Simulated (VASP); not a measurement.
Here is a VASP 6.6.1 calculation.

INCAR

```
SYSTEM = TiH2
PREC     = Accurate       ! precision mode
ENCUT    = 520            ! plane-wave cutoff, eV
EDIFF    = 1E-7           ! SCF threshold, eV
ISMEAR   = 0              ! smearing method
SIGMA    = 0.1            ! smearing width, eV
LREAL    = .False.        ! projectors in reciprocal space
LASPH    = .True.         ! aspherical terms in the spheres
NELM     = 60             ! most SCF steps
ALGO     = Normal         ! electronic algorithm
ISIF     = 2              ! what is computed and relaxed
LWAVE    = .False.        ! write WAVECAR
LCHARG   = .False.        ! write CHGCAR
NBANDS   = 14             ! bands
```

File KPOINTS:

```
regular mesh
0
Gamma
  8 8 8
  0 0 0
```

The input POSCAR:

```
TiH2
1.0
   -1.5965000000      1.5965000000      2.1335000000
    1.5965000000     -1.5965000000      2.1335000000
    1.5965000000      1.5965000000     -2.1335000000
Ti H
1 2
Direct
    0.0000000000      0.0000000000      0.0000000000
    0.7500000000      0.2500000000      0.5000000000
    0.2500000000      0.7500000000      0.5000000000
```

Potentials or basis: VASP PAW LDA potentials, release 64 (Ti_sv, H).

Run with:

```console
$ cat potpaw_LDA.64/Ti_sv/POTCAR potpaw_LDA.64/H/POTCAR > POTCAR
$ mpirun -np 1 vasp_std > vasp.out
```

Q: Estimate the pressure.

A: -8.7 GPa.

Q: What does it give for the band gap on the k mesh?

A: Zero (band 7 reaches 7.63 eV, above the bottom of band 8 at 7.34 eV).
